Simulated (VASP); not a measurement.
# MnO (I4mm) in VASP: single point with PBE

Aim: the single point of MnO with PBE.

Everything below comes from runs of VASP 6.6.1. Logs are shortened: lines on timing, memory, paths and dates and some standing lists are left out, and cuts for length are marked.

**1. The cell of the first run**

Symmetry: I4mm, No. 107, tetragonal system. Conventional cell: a = 3.076 Å, b = 3.076 Å, c = 4.350 Å, α = 90.00°, β = 90.00°, γ = 90.00°. Within 2.4 Å of Mn (site symmetry 4mm) lie 5 O at 1.83 to 2.20 Å. Within 2.4 Å of O (site symmetry 4mm) lie 5 Mn at 1.83 to 2.20 Å.

**2. Single point, PBE, collinear spin, ferromagnetic start**

INCAR

```
PREC = Accurate
ENCUT = 600
EDIFF = 1E-6
ISMEAR = -1
SIGMA = 0.15
LREAL = F
LASPH = T
NELM = 200
ALGO = Normal
ISIF = 2
LWAVE = F
LCHARG = F
ISPIN = 2
MAGMOM = 5 0
LORBIT = 11
LMAXMIX = 4
GGA = PE
NBANDS = 20
GGA_COMPAT = F
```

KPOINTS

```
Automatic mesh
0
Gamma
  3 3 3
```

POSCAR

```
MnO
1.0
    0.0000000000      2.1750000000      2.1750000000
    2.1750000000      0.0000000000      2.1750000000
    2.1750000000      2.1750000000      0.0000000000
Mn O
1 1
Direct
    0.0000000000      0.0000000000      0.0000000000
    0.4195402299      0.4195402299     -0.4195402299
```

Potentials or basis: VASP PAW PBE potentials, release 64 (Mn_pv, O).

Launch:

```
> cat potpaw_PBE.64/Mn_pv/POTCAR potpaw_PBE.64/O/POTCAR > POTCAR
> mpirun -np 1 vasp_std > vasp.out
```

OUTCAR:

```text
PREC = Accurate
   ENCUT = 600
   EDIFF = 1E-6
   ISMEAR = -1
   LREAL = F
   LASPH = T
   NELM = 200
   ISIF = 2
   ISPIN = 2
   LORBIT = 11
   GGA = PE

 ion  position               nearest neighbor table
   1  0.000  0.000  0.000-   2 1.83   2 2.20   2 2.20   2 2.20   2 2.20   2 2.52
   2  0.420  0.420  0.580-   1 1.83   1 2.20   1 2.20   1 2.20   1 2.20   1 2.52

  LATTYP: Found a face centered cubic cell.
 ALAT       =     4.3500000000

  Lattice vectors:

 A1 = (   0.0000000000,   2.1750000000,   2.1750000000)
 A2 = (   2.1750000000,   0.0000000000,   2.1750000000)
 A3 = (   2.1750000000,   2.1750000000,   0.0000000000)

Analysis of symmetry for initial positions (statically):
=====================================================================
 Subroutine PRICEL returns:
 Original cell was already a primitive cell.

 Routine SETGRP: Setting up the symmetry group for a
 face centered cubic supercell.

 Subroutine GETGRP returns: Found  8 space group operations
 (whereof  8 operations were pure point group operations)
 out of a pool of 48 trial point group operations.

The static configuration has the point symmetry C_4v.

Analysis of symmetry for dynamics (positions and initial velocities):
=====================================================================
 Subroutine PRICEL returns:
 Original cell was already a primitive cell.

 Routine SETGRP: Setting up the symmetry group for a
 face centered cubic supercell.

 Subroutine GETGRP returns: Found  8 space group operations
 (whereof  8 operations were pure point group operations)
 out of a pool of 48 trial point group operations.

The dynamic configuration has the point symmetry C_4v.

Analysis of structural, dynamic, and magnetic symmetry:
=====================================================================
 Subroutine PRICEL returns:
 Original cell was already a primitive cell.

 Routine SETGRP: Setting up the symmetry group for a
 face centered cubic supercell.

 Subroutine GETGRP returns: Found  8 space group operations
 (whereof  8 operations were pure point group operations)
 out of a pool of 48 trial point group operations.

The overall configuration has the point symmetry C_4v.

 Subroutine INISYM returns: Found  8 space group operations
 (whereof  8 operations are pure point group operations),
 and found     1 'primitive' translations

----------------------------------------------------------------------------------------

                                     Primitive cell

  volume of cell :      20.5782

  direct lattice vectors                    reciprocal lattice vectors
     0.000000000  2.175000000  2.175000000    -0.229885057  0.229885057  0.229885057
     2.175000000  0.000000000  2.175000000     0.229885057 -0.229885057  0.229885057
     2.175000000  2.175000000  0.000000000     0.229885057  0.229885057 -0.229885057

  length of vectors
     3.075914498  3.075914498  3.075914498     0.398172599  0.398172599  0.398172599

  position of ions in fractional coordinates (direct lattice)
     0.000000000  0.000000000  0.000000000
     0.419540230  0.419540230  0.580459770

  ion indices of the primitive-cell ions
   primitive index   ion index
                 1           1
                 2           2

----------------------------------------------------------------------------------------

 KPOINTS: Automatic mesh

Automatic generation of k-mesh.
 Grid dimensions read from file:
 generate k-points for:    3    3    3

 Generating k-lattice:

  Cartesian coordinates                     Fractional coordinates (reciprocal lattice)
    -0.076628352  0.076628352  0.076628352     0.333333333  0.000000000  0.000000000
     0.076628352 -0.076628352  0.076628352     0.000000000  0.333333333  0.000000000
     0.076628352  0.076628352 -0.076628352     0.000000000  0.000000000  0.333333333

  Length of vectors
     0.132724200  0.132724200  0.132724200

  Shift w.r.t. Gamma in fractional coordinates (k-lattice)
     0.000000000  0.000000000  0.000000000

 Subroutine IBZKPT returns following result:
 ===========================================

 Found      6 irreducible k-points:

 Following reciprocal coordinates:
            Coordinates               Weight
  0.000000  0.000000  0.000000      1.000000
  0.333333  0.000000  0.000000      8.000000
  0.333333  0.333333  0.000000      2.000000
  0.000000  0.333333  0.333333      4.000000
 -0.333333  0.333333  0.000000      4.000000
  0.000000 -0.333333  0.333333      8.000000
   k-points           NKPTS =      6   k-points in BZ     NKDIM =      6   number of bands    NBANDS=     20
   number of dos      NEDOS =    301   number of ions     NIONS =      2
   total plane-waves  NPLWV =  21952
   dimension x,y,z NGX =    28 NGY =   28 NGZ =   28
   dimension x,y,z NGXF=    56 NGYF=   56 NGZF=   56
   ions per type =               1   1
   NGX,Y,Z   is equivalent  to a cutoff of  15.13, 15.13, 15.13 a.u.
   NGXF,Y,Z  is equivalent  to a cutoff of  30.27, 30.27, 30.27 a.u.
 SYSTEM =  unknown system
   PREC   = accura    normal or accurate (medium, high low for compatibility)
   ISTART =      0    job   : 0-new  1-cont  2-samecut
   ICHARG =      2    charge: 1-file 2-atom 10-const
   ISPIN  =      2    spin polarized calculation?
   LNONCOLLINEAR =      F non collinear calculations
   LSORBIT =      F    spin-orbit coupling
   LASPH  =      T    aspherical Exc in radial PAW
   ENCUT  =  600.0 eV  44.10 Ry    6.64 a.u.   6.14  6.14  6.14*2*pi/ulx,y,z
   NELM   =    200;   NELMIN=  2; NELMDL= -5     # of ELM steps
   EDIFF  = 0.1E-05   stopping-criterion for ELM
   LREAL  =      F    real-space projection
   EDIFFG = 0.1E-04   stopping-criterion for IOM
   NSW    =      0    number of steps for IOM
   IBRION =     -1    ionic relax: 0-MD 1-quasi-New 2-CG
   NFREE  =      0    steps in history (QN), initial steepest desc. (CG)
   ISIF   =      2    stress and relaxation
   ISYM   =      2    0-nonsym 1-usesym 2-fastsym
   POTIM  = 0.5000    time-step for ionic-motion
   TEBEG  =    0.0;   TEEND  =   0.0 temperature during run
   PSTRESS=    0.0 pullay stress
   NELECT =      19.0000    total number of electrons
   NUPDOWN=      -1.0000    fix difference up-down
   EMIN   =  10.00;   EMAX   =-10.00  energy-range for DOS
   EFERMI =   0.00;   METHOD = LEGACY
   ISMEAR =    -1;   SIGMA  =   0.15  broadening in eV -4-tet -1-fermi 0-gaus
   EFERMI_NEDOS =   21; number of points for ismear=-14 and -15
   IALGO  =     38    algorithm
   IMIX   =      4    mixing-type and parameters
     AMIX     =   0.40;   BMIX     =  1.00
     AMIX_MAG =   1.60;   BMIX_MAG =  1.00
  volume/ion in A,a.u.               =      10.29        69.43
  Fermi-wavevector in a.u.,A,eV,Ry     =   1.594129  3.012467 34.575764  2.541247
  Thomas-Fermi vector in A             =   2.692251
   LORBIT       =     11    0 simple, 1 ext, 2 COOP (PROOUT), +10 PAW based schemes
   GGA     = PE    functional components
   LHFCALC =     F    Hartree Fock is set to
   AEXX    =    0.0000 exact exchange contribution
   IVDW    =     0    specifies the selected vdW correction
   LEPSILON=     F    determine dielectric tensor
   LRPA    =     F    only Hartree local field effects (RPA)
 spin polarized calculation
  energy-cutoff  :      600.00
  volume of cell :       20.58
 maximum number of plane-waves:       701
 NGX is ok and might be reduce to    28
   NGX = 13   NGY = 13   NGZ = 13

 number of electron      19.0000001 magnetization       4.6062638

 Free energy of the ion-electron system (eV)
  ---------------------------------------------------
  ext. energy  EPLUGINS =         0.00000000
  ---------------------------------------------------
  free energy    TOTEN  =       -15.94938143 eV

  energy without entropy =      -15.85587792  energy(sigma->0) =      -15.90262967

 E-fermi :   8.5246     XC(G=0): -12.2046

 val. band max:        8.4064478170   @ k =   0.0000   0.3333   0.3333
 cond. band min:       8.5342354013   @ k =   0.3333   0.0000   0.0000
 fundamental gap:      0.1277875843
 Fermi energy:         8.5246499762

 spin component 1

 k-point     1 :       0.0000    0.0000    0.0000
  band No.  band energies     occupation
      1     -42.0455      1.00000
      2     -41.9193      1.00000
      3     -41.9193      1.00000
      4     -12.6265      1.00000
      5       2.5940      1.00000
      6       3.1157      1.00000
[... 12 lines left out ...]
     19      29.3236      0.00000
     20      29.9561      0.00000
[... 93 lines left out ...]
 k-point     6 :       0.0000   -0.3333    0.3333
  band No.  band energies     occupation
      1     -42.0902      1.00000
      2     -41.9745      1.00000
      3     -41.9546      1.00000
      4     -11.5155      1.00000
      5       0.5607      1.00000
      6       1.2002      1.00000
[... 12 lines left out ...]
     19      33.3992      0.00000
     20      34.4335      0.00000
 Fermi energy:         8.5246499762

 spin component 2

 k-point     1 :       0.0000    0.0000    0.0000
  band No.  band energies     occupation
      1     -37.6888      1.00000
      2     -37.4427      1.00000
      3     -37.4427      1.00000
      4     -12.1182      1.00000
      5       3.6535      1.00000
      6       4.1937      1.00000
[... 12 lines left out ...]
     19      31.5441      0.00000
     20      31.9340      0.00000
[... 93 lines left out ...]
 k-point     6 :       0.0000   -0.3333    0.3333
  band No.  band energies     occupation
      1     -37.7436      1.00000
      2     -37.5106      1.00000
      3     -37.4873      1.00000
      4     -11.0260      1.00000
      5       1.5267      1.00000
      6       2.0184      1.00000
[... 12 lines left out ...]
     19      34.6432      0.00000
     20      35.5038      0.00000

------------------------ aborting loop because EDIFF is reached ----------------------------------------

  FORCE on cell =-STRESS in cart. coord.  units (eV):
  Direction    XX          YY          ZZ          XY          YZ          ZX
  --------------------------------------------------------------------------------------
  -------------------------------------------------------------------------------------
  Total        1.4785640      1.4785640      5.5472778      0.0000000      0.0000000     -0.0000000
  in kB      115.1179155    115.1179155    431.8995192      0.0000000      0.0000000     -0.0000000
  external PRESSURE =     220.7117834 kB  Pullay stress =       0.0000000 kB

 VOLUME and BASIS-vectors are now :
 -----------------------------------------------------------------------------
  energy-cutoff  :      600.00
  volume of cell :       20.58
      direct lattice vectors                 reciprocal lattice vectors
     0.000000000  2.175000000  2.175000000    -0.229885057  0.229885057  0.229885057
     2.175000000  0.000000000  2.175000000     0.229885057 -0.229885057  0.229885057
     2.175000000  2.175000000  0.000000000     0.229885057  0.229885057 -0.229885057

 POSITION                                       TOTAL-FORCE (eV/Angst)
 -----------------------------------------------------------------------------------
      0.00000      0.00000      0.00000         0.000000      0.000000     -3.066723
      2.17500      2.17500      1.82500         0.000000      0.000000      3.066723
 -----------------------------------------------------------------------------------
    total drift:                                0.000000      0.000000     -0.000237

  FREE ENERGIE OF THE ION-ELECTRON SYSTEM (eV)
  ---------------------------------------------------
  free  energy   TOTEN  =       -15.9493814269 eV

  energy  without entropy=      -15.8558779195  energy(sigma->0) =      -15.90262967

 total charge

# of ion       s       p       d       tot
------------------------------------------
    1        0.244   6.236   5.055  11.535
    2        1.564   3.472   0.000   5.036
--------------------------------------------------
tot          1.808   9.707   5.055  16.571

 magnetization (x)

# of ion       s       p       d       tot
------------------------------------------
    1        0.043   0.037   4.050   4.131
    2        0.035   0.192   0.000   0.226
--------------------------------------------------
tot          0.078   0.229   4.050   4.357
```

Wall time 11 s (1 thread of Intel Xeon Platinum 8375C at 2.90GHz (Ice Lake), shared host); peak memory 0.17 GiB.

Results:

- Free energy: -15.9494 eV
- Pressure: 22.1 GPa
- Largest force: 3.067 eV/Å
- Net moment: 4.61 μB per cell
- Site moments: Mn +4.13; O +0.23 μB
- Valence electrons inside the program's atomic spheres: Mn 11.54; O 5.04

Forces on the atoms (eV/Å):
```
Mn   0.000  0.000 -3.067
O    0.000  0.000  3.067
```

Levels at points of the mesh, in eV from the Fermi level:
Spin up:
```csv
k point,band 9,band 10,band 11,band 12,band 13,band 14,band 15,band 16
"(0.00, 0.00, 0.00)",-2.81,-2.19,-2.19,-1.07,-0.41,13.59,16.20,16.20
```
Spin down:
```tsv
k point	band 3	band 4	band 5	band 6	band 7	band 8	band 9	band 10	band 11	band 12
(0.00, 0.00, 0.00)	-45.97	-20.64	-4.87	-4.33	-4.33	0.40	0.74	1.05	1.05	1.18
```

Caveat: the k points lie up to 0.83 Å⁻¹ apart; a cell with one magnetic atom can't hold antiferromagnetic order, which such compounds often take; semilocal functionals often make such compounds metallic where correlation or magnetic order opens a gap, which also shifts bond lengths; forces of over 1 eV/Å act on the atoms, so gaps and moduli don't describe the material at rest. With open d or f shells a metallic result of PBE can be an artefact of self-interaction; +U or a hybrid may open a gap.
